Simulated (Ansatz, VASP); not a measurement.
**One calculation of KSrBr3, two programs**

```
K Sr Br
1.0
     5.93805    0.00000    0.00000
     0.00000    5.93805    0.00000
     0.00000    0.00000    5.93805
K Sr Br
1 1 3
Cartesian
  0.0000 0.0000 0.0000
  2.9690 2.9690 2.9690
  2.9690 2.9690 0.0000
  2.9690 0.0000 2.9690
  0.0000 2.9690 2.9690
```

Alike in both runs: task single point; functional PBE; k mesh 4 × 4 × 4; no spin polarisation.

|  | VASP | Ansatz |
| --- | --- | --- |
| version | VASP 6.6.1 | Ansatz 0.2.0 |
| potentials or method | VASP PAW PBE potentials, release 64 (K_sv, Sr_sv, Br) | plane waves, PAW |
| plane-wave cutoff (eV) | 520 | 420 |
| occupations | gaussian, width 0.01 eV | fixed |
| valence electrons in the cell | 40 | 40 |

Ansatz gave:

| Property | Result |
| --- | --- |
| gap on the k mesh at the Fermi level (eV) | 3.75 |
| pressure (GPa) | 0.4 |

Q: Which values does VASP return?

A: gap on the k mesh at the Fermi level (eV): 3.75; pressure (GPa): 0.5.
